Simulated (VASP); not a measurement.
# H4C in VASP: further runs, part 2 of 4

VASP 6.6.1. The steps go on from the part before.

### 3 Single point, PBE+D3(BJ)

Contents of INCAR:

```
PREC = Accurate
ENCUT = 520
EDIFF = 1E-6
ISMEAR = -1
SIGMA = 0.05
LREAL = Auto
LASPH = True
NELM = 100
ALGO = Normal
ISIF = 2
LWAVE = False
LCHARG = False
GGA = PE
IVDW = 12
NBANDS = 58
```

Contents of KPOINTS:

```
regular mesh
0
Gamma
  1 1 1
```

Contents of POSCAR:

```
H4C
1.0
    7.9581140000      0.0000000000      0.0000000000
    0.0000000000      7.9581140000      0.0000000000
    0.0000000000      0.0000000000      7.9581140000
C H
8 32
Direct
    0.3831686754      0.7753595890      0.7429021499
    1.0156300852      0.0748544190      0.7865180117
    0.6424763455      0.6821968120      0.1051128446
    0.3571449215      0.4670578984      0.3847017019
    0.1553383126      0.8911030930      0.1899947651
    0.8746544722      0.5330911319      0.6395485161
    0.4509611197      0.2089188469      0.9465307986
    0.7647917584      0.0974728434      0.3196360344
    0.4510742118      0.6620915458      0.7560459677
    0.4640798058      0.8784744727      0.7146542510
    0.3168715603      0.8075280148      0.8557303904
    0.2983118865      0.7430278078      0.6526169391
    1.1100243098      0.1493444301      0.8574770354
    1.0425334445     -0.0532538237      0.8240268988
    1.0406360100      0.0761235639      0.6518755574
    0.8832746050      0.1039442260      0.8201440693
    0.6795705616      0.5731634405      0.1696884463
    0.6185762104      0.7798581423      0.1936011472
    0.5243956043      0.6694927969      0.0241137536
    0.7404266890      0.7274839240      0.0277327015
    0.2435124704      0.3975439407      0.4070688105
    0.4616546081      0.4056614419      0.4545423702
    0.3412868928      0.6001296287      0.3929071637
    0.3771245298      0.4451682899      0.2437135231
    0.0871563287      0.7727207728      0.1616212082
    0.2737960276      0.8652426944      0.2517933269
    0.0876840920      0.9683073150      0.2752410936
    0.1845286459      0.9544723788      0.0781592221
    0.7509442564      0.5347372506      0.5676596239
    0.8741267089      0.6087623274      0.7532437962
    0.9649522487      0.5718691640      0.5415856068
    0.9139853991      0.4019294019      0.6777987850
    0.3810701882      0.1228054788      1.0354589040
    0.3685923574      0.3091059012      0.9134827674
    0.4709281621      0.1247783080      0.8401488091
    0.5689790320      0.2546834589      0.9957510033
    0.8729580903      0.1688968014      0.3179773499
    0.7874227487      0.0046493428      0.4146082853
    0.7401125443      0.0201303977      0.2067575307
    0.6491362149      0.1588567341      0.3620330144
```

Potentials or basis: VASP PAW PBE potentials, release 64 (C, H).

Started as:

```console
$ cat potpaw_PBE.64/C/POTCAR potpaw_PBE.64/H/POTCAR > POTCAR
$ mpirun -np 1 vasp_gam > vasp.out
```

OUTCAR:

```text
PREC = Accurate
   ENCUT = 520
   EDIFF = 1E-6
   ISMEAR = -1
   LREAL = Auto
   LASPH = True
   NELM = 100
   ISIF = 2
   GGA = PE
   IVDW = 12
 IVDW          = 12

 ion  position               nearest neighbor table
   1  0.383  0.775  0.743-  12 1.02   9 1.06  10 1.07  11 1.07
   2  0.016  0.075  0.787-  14 1.08  15 1.09  13 1.11  16 1.11
   3  0.642  0.682  0.105-  17 1.05  20 1.06  18 1.07  19 1.14
   4  0.357  0.467  0.385-  23 1.07  21 1.07  22 1.11  24 1.15
   5  0.155  0.891  0.190-  28 1.05  27 1.06  26 1.08  25 1.11
   6  0.875  0.533  0.640-  30 1.09  31 1.10  32 1.13  29 1.14
   7  0.451  0.209  0.947-  34 1.07  36 1.08  35 1.09  33 1.13
   8  0.765  0.097  0.320-  37 1.03  38 1.07  40 1.10  39 1.11
   9  0.451  0.662  0.756-   1 1.06
  10  0.464  0.878  0.715-   1 1.07
  11  0.317  0.808  0.856-   1 1.07
  12  0.298  0.743  0.653-   1 1.02
  13  0.110  0.149  0.857-   2 1.11
  14  0.043  0.947  0.824-   2 1.08
[... 24 lines left out ...]
  39  0.740  0.020  0.207-   8 1.11
  40  0.649  0.159  0.362-   8 1.10

  LATTYP: Found a simple cubic cell.
 ALAT       =     7.9581140000

  Lattice vectors:

 A1 = (   7.9581140000,   0.0000000000,   0.0000000000)
 A2 = (   0.0000000000,   7.9581140000,   0.0000000000)
 A3 = (   0.0000000000,   0.0000000000,   7.9581140000)

Analysis of symmetry for initial positions (statically):
=====================================================================
 Subroutine PRICEL returns:
 Original cell was already a primitive cell.

 Routine SETGRP: Setting up the symmetry group for a
 simple cubic supercell.

 Subroutine GETGRP returns: Found  1 space group operations
 (whereof  1 operations were pure point group operations)
 out of a pool of 48 trial point group operations.

The static configuration has the point symmetry C_1 .

Analysis of symmetry for dynamics (positions and initial velocities):
=====================================================================
 Subroutine PRICEL returns:
 Original cell was already a primitive cell.

 Routine SETGRP: Setting up the symmetry group for a
 simple cubic supercell.

 Subroutine GETGRP returns: Found  1 space group operations
 (whereof  1 operations were pure point group operations)
 out of a pool of 48 trial point group operations.

The dynamic configuration has the point symmetry C_1 .

 Subroutine INISYM returns: Found  1 space group operations
 (whereof  1 operations are pure point group operations),
 and found     1 'primitive' translations

----------------------------------------------------------------------------------------

                                     Primitive cell

  volume of cell :     503.9999

  direct lattice vectors                    reciprocal lattice vectors
     7.958114000  0.000000000  0.000000000     0.125657913  0.000000000  0.000000000
     0.000000000  7.958114000  0.000000000     0.000000000  0.125657913  0.000000000
     0.000000000  0.000000000  7.958114000     0.000000000  0.000000000  0.125657913

  length of vectors
     7.958114000  7.958114000  7.958114000     0.125657913  0.125657913  0.125657913

  position of ions in fractional coordinates (direct lattice)
     0.383168675  0.775359589  0.742902150
     0.015630085  0.074854419  0.786518012
     0.642476346  0.682196812  0.105112845
     0.357144922  0.467057898  0.384701702
     0.155338313  0.891103093  0.189994765
     0.874654472  0.533091132  0.639548516
[... 32 lines left out ...]
     0.740112544  0.020130398  0.206757531
     0.649136215  0.158856734  0.362033014

  ion indices of the primitive-cell ions
   primitive index   ion index
                 1           1
                 2           2
                 3           3
                 4           4
                 5           5
                 6           6
[... 32 lines left out ...]
                39          39
                40          40

----------------------------------------------------------------------------------------

 KPOINTS: regular mesh

Automatic generation of k-mesh.
 Grid dimensions read from file:
 generate k-points for:    1    1    1

 Generating k-lattice:

  Cartesian coordinates                     Fractional coordinates (reciprocal lattice)
     0.125657913  0.000000000  0.000000000     1.000000000  0.000000000  0.000000000
     0.000000000  0.125657913  0.000000000     0.000000000  1.000000000  0.000000000
     0.000000000  0.000000000  0.125657913     0.000000000  0.000000000  1.000000000

  Length of vectors
     0.125657913  0.125657913  0.125657913

  Shift w.r.t. Gamma in fractional coordinates (k-lattice)
     0.000000000  0.000000000  0.000000000

 Subroutine IBZKPT returns following result:
 ===========================================

 Found      1 irreducible k-points:

 Following reciprocal coordinates:
            Coordinates               Weight
  0.000000  0.000000  0.000000      1.000000
   k-points           NKPTS =      1   k-points in BZ     NKDIM =      1   number of bands    NBANDS=     58
   number of dos      NEDOS =    301   number of ions     NIONS =     40
   total plane-waves  NPLWV = 216000
   dimension x,y,z NGX =    60 NGY =   60 NGZ =   60
   dimension x,y,z NGXF=   120 NGYF=  120 NGZF=  120
   ions per type =               8  32
   NGX,Y,Z   is equivalent  to a cutoff of  12.53, 12.53, 12.53 a.u.
   NGXF,Y,Z  is equivalent  to a cutoff of  25.07, 25.07, 25.07 a.u.
 SYSTEM =  unknown system
   PREC   = accura    normal or accurate (medium, high low for compatibility)
   ISTART =      0    job   : 0-new  1-cont  2-samecut
   ICHARG =      2    charge: 1-file 2-atom 10-const
   ISPIN  =      1    spin polarized calculation?
   LNONCOLLINEAR =      F non collinear calculations
   LSORBIT =      F    spin-orbit coupling
   LASPH  =      T    aspherical Exc in radial PAW
   ENCUT  =  520.0 eV  38.22 Ry    6.18 a.u.  14.80 14.80 14.80*2*pi/ulx,y,z
   NELM   =    100;   NELMIN=  2; NELMDL= -5     # of ELM steps
   EDIFF  = 0.1E-05   stopping-criterion for ELM
   LREAL  =      T    real-space projection
   EDIFFG = 0.1E-04   stopping-criterion for IOM
   NSW    =      0    number of steps for IOM
   IBRION =     -1    ionic relax: 0-MD 1-quasi-New 2-CG
   NFREE  =      0    steps in history (QN), initial steepest desc. (CG)
   ISIF   =      2    stress and relaxation
   ISYM   =      2    0-nonsym 1-usesym 2-fastsym
   POTIM  = 0.5000    time-step for ionic-motion
   TEBEG  =    0.0;   TEEND  =   0.0 temperature during run
   PSTRESS=    0.0 pullay stress
   NELECT =      64.0000    total number of electrons
   NUPDOWN=      -1.0000    fix difference up-down
   EMIN   =  10.00;   EMAX   =-10.00  energy-range for DOS
   EFERMI =   0.00;   METHOD = LEGACY
   ISMEAR =    -1;   SIGMA  =   0.05  broadening in eV -4-tet -1-fermi 0-gaus
   EFERMI_NEDOS =   21; number of points for ismear=-14 and -15
   IALGO  =     38    algorithm
   IMIX   =      4    mixing-type and parameters
     AMIX     =   0.40;   BMIX     =  1.00
     AMIX_MAG =   1.60;   BMIX_MAG =  1.00
  volume/ion in A,a.u.               =      12.60        85.03
  Fermi-wavevector in a.u.,A,eV,Ry     =   0.822858  1.554975  9.212431  0.677095
  Thomas-Fermi vector in A             =   1.934266
   LORBIT       =      0    0 simple, 1 ext, 2 COOP (PROOUT), +10 PAW based schemes
   GGA     = PE    functional components
   LHFCALC =     F    Hartree Fock is set to
   AEXX    =    0.0000 exact exchange contribution
   IVDW    =    12    specifies the selected vdW correction
   LEPSILON=     F    determine dielectric tensor
   LRPA    =     F    only Hartree local field effects (RPA)
 non-spin polarized calculation
  energy-cutoff  :      520.00
  volume of cell :      504.00
 maximum number of plane-waves:      6759
 NGX is ok and might be reduce to    60
   NGX = 29   NGY = 29   NGZ = 29

 number of electron      63.9999998 magnetization

 Free energy of the ion-electron system (eV)
  ---------------------------------------------------
  ext. energy  EPLUGINS =         0.00000000
  ---------------------------------------------------
  free energy    TOTEN  =      -191.16001297 eV

  energy without entropy =     -191.16001297  energy(sigma->0) =     -191.16001297

 E-fermi :  -5.2674     XC(G=0):  -5.5074

 val. band max:       -6.5284315222   @ k =   0.0000   0.0000   0.0000
 cond. band min:       0.5247525594   @ k =   0.0000   0.0000   0.0000
 fundamental gap:      7.0531840816
 Fermi energy:        -5.2673859650

 k-point     1 :       0.0000    0.0000    0.0000
  band No.  band energies     occupation
      1     -15.4696      2.00000
      2     -15.2824      2.00000
      3     -15.1506      2.00000
      4     -15.0451      2.00000
      5     -15.0257      2.00000
      6     -14.9454      2.00000
[... 36 lines left out ...]
     43       3.8383      0.00000
     44       4.1025      0.00000
 [bands above 44 left out]

------------------------ aborting loop because EDIFF is reached ----------------------------------------

 Edisp (eV)   -1.02475

 E8    (eV) :    -0.2094

  FORCE on cell =-STRESS in cart. coord.  units (eV):
  Direction    XX          YY          ZZ          XY          YZ          ZX
  --------------------------------------------------------------------------------------
  -------------------------------------------------------------------------------------
  Total       2.95758     5.75942     3.37977    -0.00129    -1.51921    -1.52170
  in kB       9.40193    18.30877    10.74404    -0.00410    -4.82945    -4.83738
  external pressure =       12.82 kB  Pullay stress =        0.00 kB

 VOLUME and BASIS-vectors are now :
 -----------------------------------------------------------------------------
  energy-cutoff  :      520.00
  volume of cell :      504.00
      direct lattice vectors                 reciprocal lattice vectors
     7.958114000  0.000000000  0.000000000     0.125657913  0.000000000  0.000000000
     0.000000000  7.958114000  0.000000000     0.000000000  0.125657913  0.000000000
     0.000000000  0.000000000  7.958114000     0.000000000  0.000000000  0.125657913

 POSITION                                       TOTAL-FORCE (eV/Angst)
 -----------------------------------------------------------------------------------
      3.04930      6.17040      5.91210         0.790970      0.472324      1.535703
      0.12439      0.59570      6.25920         0.219127     -0.138495      0.548446
      5.11290      5.42900      0.83650        -2.150223      0.654093     -1.308002
      2.84220      3.71690      3.06150         0.843542     -1.488194     -2.236251
      1.23620      7.09150      1.51200         0.146565     -1.588244      0.613447
      6.96060      4.24240      5.08960        -0.292983     -1.330194     -1.160034
[... 32 lines left out ...]
      5.88990      0.16020      1.64540         0.219775      0.684622     -0.010129
      5.16590      1.26420      2.88110         0.155226      0.456845     -0.300351
 -----------------------------------------------------------------------------------
    total drift:                                0.010675     -0.013234      0.004458

  FREE ENERGIE OF THE ION-ELECTRON SYSTEM (eV)
  ---------------------------------------------------
  free  energy   TOTEN  =      -192.1847628619 eV

  energy  without entropy=     -192.1847628618  energy(sigma->0) =     -192.18476286
```

Run time: 50 s. Hardware: 1 thread of AMD EPYC 7R13 (Zen 3), shared host; peak memory 0.42 GiB.

Results:

```yaml
Free_energy: -192.1848 eV
Pressure: 1.3 GPa
Largest_force: 3.214 eV/Å
Band_gap_on_the_k_mesh: 7.05 eV
Dispersion_energy_per_atom: -0.026 eV
```

Forces in eV/Å, atoms in the order of the input:
```
C    0.791  0.472  1.536
C    0.219 -0.138  0.548
C   -2.150  0.654 -1.308
C    0.844 -1.488 -2.236
C    0.147 -1.588  0.613
C   -0.293 -1.330 -1.160
C   -0.594 -1.894  0.622
C   -2.265 -1.973  0.027
H    1.098 -1.021  0.584
H    0.544  0.577 -0.606
H   -0.349 -0.045  0.748
H   -2.130 -0.036 -2.406
H   -0.587  0.147 -0.414
H   -0.167 -0.549  0.197
H   -0.143  0.434 -0.193
H    0.573  0.111 -0.224
H    0.222 -1.458  0.574
H   -0.312  0.676  0.850
H    1.205 -0.252  0.911
H    1.114  0.297 -0.951
H   -0.749 -0.108  0.527
H   -0.345  0.699 -0.182
H    0.048  0.753  0.674
H    0.171  0.070  1.220
H    0.213  0.405  0.197
H    0.442 -0.417  0.172
H   -0.867  0.656  0.501
H    0.086  0.845 -1.365
H    0.764 -0.196  1.077
H   -0.051  0.451 -0.094
H    0.173  0.314  0.533
H   -0.607  0.797 -0.388
H    0.717  0.890 -0.143
H   -0.530  0.849 -0.347
H    0.247  0.253 -0.420
H    0.282  0.050  0.297
H    1.674  1.721 -0.480
H    0.191 -0.769  0.818
H    0.220  0.685 -0.010
H    0.155  0.457 -0.300
```

Caveat: the k points lie up to 0.79 Å⁻¹ apart; the atoms stand as in a frame of molecular dynamics.

(Part 2 of 4 ends here.)
